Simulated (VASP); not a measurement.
# Ta (I4_1/amd) in VASP: notebook

Runs on Ta. Level: PBE. Tasks: single point.

Everything below comes from runs of VASP 6.6.1. Logs are shortened: lines on timing, memory, paths and dates and some standing lists are left out, and cuts for length are marked.

### 1 The cell of the first run

Symmetry: I4_1/amd, No. 141, tetragonal system. The conventional cell has a = 4.883 Å, b = 4.883 Å, c = 2.641 Å, α = 90.00°, β = 90.00°, γ = 90.00°. Within 3.3 Å of Ta (site symmetry -4m2) lie 10 Ta at 2.53 to 3.14 Å.

### 2 Single point, PBE

File INCAR:

```
SYSTEM = Ta
ALGO = Normal
EDIFF = 1E-7
ENCUT = 520
GGA = PE
ISIF = 2
ISMEAR = -1
LASPH = .TRUE.
LCHARG = .FALSE.
LREAL = .FALSE.
LWAVE = .FALSE.
NBANDS = 18
NELM = 100
PREC = Accurate
SIGMA = 0.08
```

File KPOINTS:

```
k-points
0
G
  16 16 16
  0 0 0
```

File POSCAR:

```
Ta
1.0
   -2.4414924269      2.4414924269      1.3205565187
    2.4414924269     -2.4414924269      1.3205565187
    2.4414924269      2.4414924269     -1.3205565187
Ta
2
Direct
   -0.3750000000     -0.1250000000     -0.2500000000
    0.3750000000      0.1250000000      0.2500000000
```

Potentials or basis: VASP PAW PBE potentials, release 64 (Ta_pv).

Launch:

```console
> cat potpaw_PBE.64/Ta_pv/POTCAR > POTCAR
> mpirun -np 1 vasp_std > vasp.out
```

OUTCAR:

```text
SYSTEM = Ta
   EDIFF = 1E-7
   ENCUT = 520
   GGA = PE
   ISIF = 2
   ISMEAR = -1
   LASPH = .TRUE.
   LREAL = .FALSE.
   NELM = 100
   PREC = Accurate

 ion  position               nearest neighbor table
   1  0.625  0.875  0.750-   2 2.53   2 2.53   2 2.53   2 2.53   2 3.14   2 3.14   2 3.14   2 3.14

   2  0.375  0.125  0.250-   1 2.53   1 2.53   1 2.53   1 2.53   1 3.14   1 3.14   1 3.14   1 3.14

  LATTYP: Found a body centered tetragonal cell.
 ALAT       =     4.8829848538
 C/A-ratio  =     0.5408808580

  Lattice vectors:

 A1 = (  -2.4414924269,   2.4414924269,   1.3205565187)
 A2 = (   2.4414924269,  -2.4414924269,   1.3205565187)
 A3 = (   2.4414924269,   2.4414924269,  -1.3205565187)

Analysis of symmetry for initial positions (statically):
=====================================================================
 Subroutine PRICEL returns:
 Original cell was already a primitive cell.

 Routine SETGRP: Setting up the symmetry group for a
 body centered tetragonal supercell.

 Subroutine GETGRP returns: Found 16 space group operations
 (whereof  4 operations were pure point group operations)
 out of a pool of 16 trial point group operations.

The static configuration has the point symmetry C_2h.
 The point group associated with its full space group is D_4h.

Analysis of symmetry for dynamics (positions and initial velocities):
=====================================================================
 Subroutine PRICEL returns:
 Original cell was already a primitive cell.

 Routine SETGRP: Setting up the symmetry group for a
 body centered tetragonal supercell.

 Subroutine GETGRP returns: Found 16 space group operations
 (whereof  4 operations were pure point group operations)
 out of a pool of 16 trial point group operations.

The dynamic configuration has the point symmetry C_2h.
 The point group associated with its full space group is D_4h.

 Subroutine INISYM returns: Found 16 space group operations
 (whereof  4 operations are pure point group operations),
 and found     1 'primitive' translations

----------------------------------------------------------------------------------------

                                     Primitive cell

  volume of cell :      31.4867

  direct lattice vectors                    reciprocal lattice vectors
    -2.441492427  2.441492427  1.320556519     0.000000000  0.204792771  0.378628247
     2.441492427 -2.441492427  1.320556519     0.204792771  0.000000000  0.378628247
     2.441492427  2.441492427 -1.320556519     0.204792771  0.204792771  0.000000000

  length of vectors
     3.696706651  3.696706651  3.696706651     0.430464201  0.430464201  0.289620715

  position of ions in fractional coordinates (direct lattice)
     0.625000000  0.875000000  0.750000000
     0.375000000  0.125000000  0.250000000

  ion indices of the primitive-cell ions
   primitive index   ion index
                 1           1
                 2           2

----------------------------------------------------------------------------------------

 KPOINTS: k-points

Automatic generation of k-mesh.
 Grid dimensions read from file:
 generate k-points for:   16   16   16

 Generating k-lattice:

  Cartesian coordinates                     Fractional coordinates (reciprocal lattice)
     0.000000000  0.012799548  0.023664265     0.062500000  0.000000000  0.000000000
     0.012799548  0.000000000  0.023664265     0.000000000  0.062500000  0.000000000
     0.012799548  0.012799548  0.000000000     0.000000000  0.000000000  0.062500000

  Length of vectors
     0.026904013  0.026904013  0.018101295

  Shift w.r.t. Gamma in fractional coordinates (k-lattice)
     0.000000000  0.000000000  0.000000000

 Subroutine IBZKPT returns following result:
 ===========================================

 Found    349 irreducible k-points:

 Following reciprocal coordinates:
            Coordinates               Weight
  0.000000  0.000000  0.000000      1.000000
  0.062500 -0.000000  0.000000      8.000000
  0.125000 -0.000000  0.000000      8.000000
  0.187500  0.000000  0.000000      8.000000
  0.250000 -0.000000  0.000000      8.000000
  0.312500 -0.000000  0.000000      8.000000
[... 16 lines left out ...]
 -0.125000  0.062500 -0.000000     16.000000
 -0.062500  0.062500  0.000000      4.000000
 [... further k-points ...]
   k-points           NKPTS =    349   k-points in BZ     NKDIM =    349   number of bands    NBANDS=     18
   number of dos      NEDOS =    301   number of ions     NIONS =      2
   total plane-waves  NPLWV =  21952
   dimension x,y,z NGX =    28 NGY =   28 NGZ =   28
   dimension x,y,z NGXF=    56 NGYF=   56 NGZF=   56
   ions per type =               2
   NGX,Y,Z   is equivalent  to a cutoff of  12.59, 12.59, 12.59 a.u.
   NGXF,Y,Z  is equivalent  to a cutoff of  25.18, 25.18, 25.18 a.u.
 SYSTEM =  Ta
   PREC   = accura    normal or accurate (medium, high low for compatibility)
   ISTART =      0    job   : 0-new  1-cont  2-samecut
   ICHARG =      2    charge: 1-file 2-atom 10-const
   ISPIN  =      1    spin polarized calculation?
   LNONCOLLINEAR =      F non collinear calculations
   LSORBIT =      F    spin-orbit coupling
   LASPH  =      T    aspherical Exc in radial PAW
   ENCUT  =  520.0 eV  38.22 Ry    6.18 a.u.   6.87  6.87  6.87*2*pi/ulx,y,z
   NELM   =    100;   NELMIN=  2; NELMDL= -5     # of ELM steps
   EDIFF  = 0.1E-06   stopping-criterion for ELM
   LREAL  =      F    real-space projection
   EDIFFG = 0.1E-05   stopping-criterion for IOM
   NSW    =      0    number of steps for IOM
   IBRION =     -1    ionic relax: 0-MD 1-quasi-New 2-CG
   NFREE  =      0    steps in history (QN), initial steepest desc. (CG)
   ISIF   =      2    stress and relaxation
   ISYM   =      2    0-nonsym 1-usesym 2-fastsym
   POTIM  = 0.5000    time-step for ionic-motion
   TEBEG  =    0.0;   TEEND  =   0.0 temperature during run
   PSTRESS=    0.0 pullay stress
   NELECT =      22.0000    total number of electrons
   NUPDOWN=      -1.0000    fix difference up-down
   EMIN   =  10.00;   EMAX   =-10.00  energy-range for DOS
   EFERMI =   0.00;   METHOD = LEGACY
   ISMEAR =    -1;   SIGMA  =   0.08  broadening in eV -4-tet -1-fermi 0-gaus
   EFERMI_NEDOS =   21; number of points for ismear=-14 and -15
   IALGO  =     38    algorithm
   IMIX   =      4    mixing-type and parameters
     AMIX     =   0.40;   BMIX     =  1.00
     AMIX_MAG =   1.60;   BMIX_MAG =  1.00
  volume/ion in A,a.u.               =      15.74       106.24
  Fermi-wavevector in a.u.,A,eV,Ry     =   1.452691  2.745187 28.712512  2.110310
  Thomas-Fermi vector in A             =   2.570043
   LORBIT       =      0    0 simple, 1 ext, 2 COOP (PROOUT), +10 PAW based schemes
   GGA     = PE    functional components
   LHFCALC =     F    Hartree Fock is set to
   AEXX    =    0.0000 exact exchange contribution
   IVDW    =     0    specifies the selected vdW correction
   LEPSILON=     F    determine dielectric tensor
   LRPA    =     F    only Hartree local field effects (RPA)
 non-spin polarized calculation
  energy-cutoff  :      520.00
  volume of cell :       31.49
 maximum number of plane-waves:       862
   NGX = 13   NGY = 13   NGZ = 13

 number of electron      22.0000003 magnetization

 Free energy of the ion-electron system (eV)
  ---------------------------------------------------
  ext. energy  EPLUGINS =         0.00000000
  ---------------------------------------------------
  free energy    TOTEN  =       -21.00005982 eV

  energy without entropy =      -20.96098783  energy(sigma->0) =      -20.98052383

 E-fermi :   7.1322     XC(G=0): -13.2463

 val. band max:        7.1216783988   @ k =  -0.3125  -0.4375   0.1875
 cond. band min:       7.1323267076   @ k =  -0.2500   0.0625   0.0000
 fundamental gap:      0.0106483087
 Fermi energy:         7.1321925642

 k-point     1 :       0.0000    0.0000    0.0000
  band No.  band energies     occupation
      1     -27.7814      2.00000
      2     -27.7814      2.00000
      3     -25.8824      2.00000
      4     -25.8572      2.00000
      5     -25.8249      2.00000
      6     -25.8249      2.00000
[... 10 lines left out ...]
     17      14.7934      0.00000
     18      15.0878      0.00000

 k-point     2 :       0.0625   -0.0000    0.0000
  band No.  band energies     occupation
      1     -27.7752      2.00000
      2     -27.7536      2.00000
      3     -25.9676      2.00000
      4     -25.9314      2.00000
      5     -25.8248      2.00000
      6     -25.8203      2.00000
[... 10 lines left out ...]
     17      14.9859      0.00000
     18      15.1729      0.00000

 k-point     3 :       0.1250   -0.0000    0.0000
  band No.  band energies     occupation
      1     -27.7576      2.00000
      2     -27.6751      2.00000
      3     -26.1772      2.00000
      4     -26.1272      2.00000
      5     -25.8644      2.00000
      6     -25.8076      2.00000
[... 10 lines left out ...]
     17      15.2338      0.00000
     18      16.4030      0.00000

 k-point     4 :       0.1875    0.0000    0.0000
  band No.  band energies     occupation
      1     -27.7308      2.00000
      2     -27.5620      2.00000
      3     -26.4831      2.00000
      4     -26.3855      2.00000
      5     -25.9398      2.00000
      6     -25.7888      2.00000
[... 10 lines left out ...]
     17      15.5612      0.00000
     18      18.0117      0.00000

 k-point     5 :       0.2500   -0.0000    0.0000
  band No.  band energies     occupation
      1     -27.6984      2.00000
      2     -27.4520      2.00000
      3     -26.8227      2.00000
      4     -26.6483      2.00000
      5     -26.0373      2.00000
      6     -25.7670      2.00000
[... 10 lines left out ...]
     17      15.4862      0.00000
     18      18.8070      0.00000

 k-point     6 :       0.3125   -0.0000    0.0000
  band No.  band energies     occupation
      1     -27.6653      2.00000
      2     -27.4408      2.00000
      3     -27.1198      2.00000
      4     -26.8132      2.00000
      5     -26.1456      2.00000
      6     -25.7458      2.00000
[... 10 lines left out ...]
     17      15.1654      0.00000
     18      18.3263      0.00000

 k-point     7 :       0.3750    0.0000    0.0000
  band No.  band energies     occupation
      1     -27.6364      2.00000
      2     -27.5886      2.00000
      3     -27.3338      2.00000
      4     -26.7928      2.00000
      5     -26.2563      2.00000
      6     -25.7282      2.00000
[... 10 lines left out ...]
     17      14.6971      0.00000
     18      18.1225      0.00000

 k-point     8 :       0.4375   -0.0000    0.0000
  band No.  band energies     occupation
      1     -27.7371      2.00000
      2     -27.6169      2.00000
      3     -27.4732      2.00000
      4     -26.6923      2.00000
      5     -26.3600      2.00000
      6     -25.7167      2.00000
[... 10 lines left out ...]
     17      15.2514      0.00000
     18      18.6898      0.00000
[... 229 lines left out ...]
     17      14.6181      0.00000
     18      17.8773      0.00000

 k-point    20 :      -0.3125    0.0625   -0.0000
  band No.  band energies     occupation
      1     -27.7070      2.00000
      2     -27.3549      2.00000
      3     -26.8763      2.00000
      4     -26.6066      2.00000
      5     -26.1509      2.00000
      6     -25.7694      2.00000
[... 10 lines left out ...]
     17      15.0783      0.00000
     18      18.1124      0.00000

 k-point    21 :      -0.2500    0.0625    0.0000
  band No.  band energies     occupation
      1     -27.7359      2.00000
      2     -27.4618      2.00000
      3     -26.5487      2.00000
      4     -26.3720      2.00000
      5     -26.0239      2.00000
      6     -25.7907      2.00000
[... 10 lines left out ...]
     17      15.1771      0.00000
     18      17.4529      0.00000

 k-point    22 :      -0.1875    0.0625    0.0000
  band No.  band energies     occupation
      1     -27.7578      2.00000
      2     -27.5954      2.00000
      3     -26.2524      2.00000
      4     -26.1231      2.00000
      5     -25.9155      2.00000
      6     -25.8056      2.00000
[... 10 lines left out ...]
     17      14.7297      0.00000
     18      16.0666      0.00000

 k-point    23 :      -0.1250    0.0625   -0.0000
  band No.  band energies     occupation
      1     -27.7687      2.00000
      2     -27.7044      2.00000
      3     -26.0416      2.00000
      4     -25.9332      2.00000
      5     -25.8610      2.00000
      6     -25.7952      2.00000
[... 10 lines left out ...]
     17      14.6794      0.00000
     18      14.8625      0.00000

 k-point    24 :      -0.0625    0.0625    0.0000
  band No.  band energies     occupation
      1     -27.7680      2.00000
      2     -27.7665      2.00000
      3     -25.9376      2.00000
      4     -25.8555      2.00000
      5     -25.8506      2.00000
      6     -25.7903      2.00000
[... 10 lines left out ...]
     17      14.5626      0.00000
     18      14.9242      0.00000

 [... further k-points ...]

------------------------ aborting loop because EDIFF is reached ----------------------------------------

  FORCE on cell =-STRESS in cart. coord.  units (eV):
  Direction    XX          YY          ZZ          XY          YZ          ZX
  --------------------------------------------------------------------------------------
  -------------------------------------------------------------------------------------
  Total       10.7845391     10.7845391     10.7411939      0.0000000     -0.0000000      0.0000000
  in kB      548.7624980    548.7624980    546.5569112      0.0000000     -0.0000000      0.0000000
  external PRESSURE =     548.0273024 kB  Pullay stress =       0.0000000 kB

 VOLUME and BASIS-vectors are now :
 -----------------------------------------------------------------------------
  energy-cutoff  :      520.00
  volume of cell :       31.49
      direct lattice vectors                 reciprocal lattice vectors
    -2.441492427  2.441492427  1.320556519     0.000000000  0.204792771  0.378628247
     2.441492427 -2.441492427  1.320556519     0.204792771  0.000000000  0.378628247
     2.441492427  2.441492427 -1.320556519     0.204792771  0.204792771  0.000000000

 POSITION                                       TOTAL-FORCE (eV/Angst)
 -----------------------------------------------------------------------------------
      2.44149      1.22075      0.99042        -0.000000      0.000000      0.000000
      0.00000      1.22075      0.33014         0.000000     -0.000000     -0.000000
 -----------------------------------------------------------------------------------
    total drift:                                0.000000      0.000000     -0.000000

  FREE ENERGIE OF THE ION-ELECTRON SYSTEM (eV)
  ---------------------------------------------------
  free  energy   TOTEN  =       -21.0000598223 eV

  energy  without entropy=      -20.9609878285  energy(sigma->0) =      -20.98052383
```

It took 5 min on 1 thread of Intel Xeon 8259CL, shared host; peak memory 0.29 GiB.

Results:

```yaml
Free_energy: -21.0001 eV
Pressure: 54.8 GPa
Band_gap_on_the_k_mesh: zero (bands 11 and 12 overlap by 1.90 eV)
```

Stress tensor (GPa, compression positive):
```
54.88  0.00  0.00
 0.00 54.88  0.00
 0.00  0.00 54.66
```

Caveat: the cell stands under pressure; spin-orbit coupling is left out, which moves the levels of the heavy elements.

### 3 Single point, PBE

File INCAR:

```
SYSTEM = Ta
PREC = Accurate
ENCUT = 520
EDIFF = 1E-6
ISMEAR = -1
SIGMA = 0.08
LREAL = .False.
LASPH = .True.
NELM = 60
ALGO = Normal
ISIF = 2
LWAVE = .False.
LCHARG = .False.
GGA = PE
NBANDS = 18
```

File KPOINTS:

```
regular mesh
0
Gamma
  16 16 16
  0 0 0
```

File POSCAR:

```
Ta
1.0
   -2.4399892218      2.4399892218      1.3197099293
    2.4399892218     -2.4399892218      1.3197099293
    2.4399892218      2.4399892218     -1.3197099293
Ta
2
Direct
   -0.3750000000     -0.1250000000     -0.2500000000
    0.3750000000      0.1250000000      0.2500000000
```

Potentials or basis: VASP PAW PBE potentials, release 64 (Ta_pv).

Launch:

```console
> cat potpaw_PBE.64/Ta_pv/POTCAR > POTCAR
> mpirun -np 1 vasp_std > vasp.out
```

It took 4.5 min on 1 thread of Intel Xeon 8259CL, shared host; peak memory 0.28 GiB.

The run converged. Its results:

- Free energy: -20.9798 eV
- Pressure: 55.5 GPa
- Band gap on the k mesh: zero (bands 11 and 12 overlap by 1.91 eV)

Stress tensor (GPa, compression positive):
```
55.52  0.00  0.00
 0.00 55.52  0.00
 0.00  0.00 55.35
```

Levels at points of the mesh, in eV from the Fermi level:
```csv
k point,band 7,band 8,band 9,band 10,band 11,band 12,band 13,band 14,band 15,band 16
"(0.00, 0.00, 0.00)",-8.75,-5.92,-3.25,-2.88,-1.62,3.48,3.48,3.66,3.66,7.68
"(0.50, 0.00, 0.00)",-4.90,-4.82,-2.87,-1.69,0.59,1.08,1.17,3.41,5.34,5.71
"(0.50, 0.50, 0.00)",-5.01,-5.01,-2.29,-2.29,0.02,0.02,1.83,1.83,5.26,5.26
"(0.50, 0.50, 0.50)",-4.90,-4.90,-1.49,-1.49,0.35,0.35,2.70,2.70,4.63,4.63
```

Caveat: the cell stands under pressure; spin-orbit coupling is left out, which moves the levels of the heavy elements.
